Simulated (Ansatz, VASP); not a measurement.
## Two plane-wave programs on Ta4O

Contents of INCAR:

```
SYSTEM = Ta4O
ALGO = Normal ; EDIFF = 1E-6
ENCUT = 520 ; GGA = PE
ISIF = 2 ; ISMEAR = 0
LASPH = .True. ; LCHARG = .False.
LREAL = .False. ; LWAVE = .False.
NBANDS = 33 ; NELM = 100
PREC = Accurate ; SIGMA = 0.15
```

Contents of KPOINTS:

```
k-points
0
Gamma
  14 14 8
  0 0 0
```

The input POSCAR:

```
Ta4O
1.0
    3.2547070449      0.0000000000      0.0000000000
    0.0000000000      3.2547070449      0.0000000000
    0.0000000000      0.0000000000      7.5063174775
Ta O
4 1
Direct
    0.0000000000      0.0000000000      0.5000000000
    0.5000000000      0.5000000000      0.7829127273
    0.5000000000      0.5000000000      0.2170872727
    0.0000000000      0.0000000000      0.0000000000
    0.5000000000      0.5000000000      0.5000000000
```

Input for Ansatz:

```yaml
crystal:
  lattice:
    - [3.2547070449, 0.0, 0.0]
    - [0.0, 3.2547070449, 0.0]
    - [0.0, 0.0, 7.5063174775]
  atoms:
    - { symbol: Ta, position: [0.0, 0.0, 0.5] }
    - { symbol: Ta, position: [0.5, 0.5, 0.7829127273] }
    - { symbol: Ta, position: [0.5, 0.5, 0.2170872727] }
    - { symbol: Ta, position: [0.0, 0.0, 0.0] }
    - { symbol: O, position: [0.5, 0.5, 0.5] }
basis:
  ecutwfc: 420
kpoints:
  mp_grid: { grid: [14, 14, 8] }
hamiltonian:
  xc: pbe
scf:
  occupations: { method: gaussian, width: 0.15 }
output:
  forces: true
  stress: true
  eigenvalues: true
```

Change from the starting cell: strain +0.000 along x and y, +0.015 along z, atoms carried along.

Alike in both runs: task single point; functional PBE; k mesh 14 × 14 × 8; occupations gaussian, width 0.15 eV; no spin polarisation.

```csv
,VASP,Ansatz
version,VASP 6.6.1,Ansatz 0.2.0
potentials or method,"VASP PAW PBE potentials, release 64 (Ta_pv, O), cutoff 520 eV","scalar-relativistic, plane waves, PAW"
valence electrons in the cell,50,58
```

```tsv
	VASP	Ansatz	Ansatz less VASP
gap on the k mesh at the Fermi level (eV)	none	none	-
pressure (GPa)	-3.2	-3.4	-0.22
traceless stress, the component that is largest in VASP (GPa)	-2.14	-2.25	-0.111
rms of the force components (eV/Å)	0.044	0.056	+0.0118
```

Atom by atom the forces differ by 0.012 eV/Å (rms over components). A gap of «none» marks a metal or a gap that the smearing closes. With one functional, cell and mesh, what is left measures potentials, basis and numerics. VASP's potentials hold 50 valence electrons a cell and Ansatz's 58, so a difference there can come from the potentials and not from the codes.

Neither program's run includes spin-orbit coupling.
